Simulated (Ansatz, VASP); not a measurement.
Two plane-wave programs on Al4Ru3

```
Al Ru
1.0
     0.00000    0.00000    2.96723
     5.97538    0.00000    0.00000
     0.00000    5.97538    0.00000
Al Ru
4 3
Direct
  0.50000 0.25201 0.25201
  0.50000 0.74799 0.74799
  0.50000 0.74799 0.25201
  0.50000 0.25201 0.74799
  0.00000 0.50000 0.00000
  0.00000 0.00000 0.50000
  0.00000 0.50000 0.50000
```

Alike in both runs: task single point; functional PBE; k mesh 8 × 4 × 4; occupations gaussian, width 0.2 eV; no spin polarisation.

|  | VASP | Ansatz |
| --- | --- | --- |
| version | VASP 6.6.1 | Ansatz 0.2.0 |
| potentials or method | VASP PAW PBE potentials, release 64 (Al, Ru_pv), cutoff 520 eV | scalar-relativistic, plane waves, PAW |
| valence electrons in the cell | 54 | 60 |

VASP gave:

| Property | Result |
| --- | --- |
| gap on the k mesh at the Fermi level (eV) | none |
| pressure (GPa) | 0.1 |
| traceless stress, the component that is largest in VASP (GPa) | -0.31 |
| rms of the force components (eV/Å) | 0.031 |

Q: What did Ansatz give for the same quantities?

A: gap on the k mesh at the Fermi level (eV): none; pressure (GPa): 0.1; traceless stress, the component that is largest in VASP (GPa): -0.31; rms of the force components (eV/Å): 0.033.

Atom by atom the forces differ by 0.002 eV/Å (rms over components). A gap of «none» marks a metal or a gap that the smearing closes. VASP's potentials hold 54 valence electrons a cell and Ansatz's 60, so a difference there can come from the potentials and not from the codes.
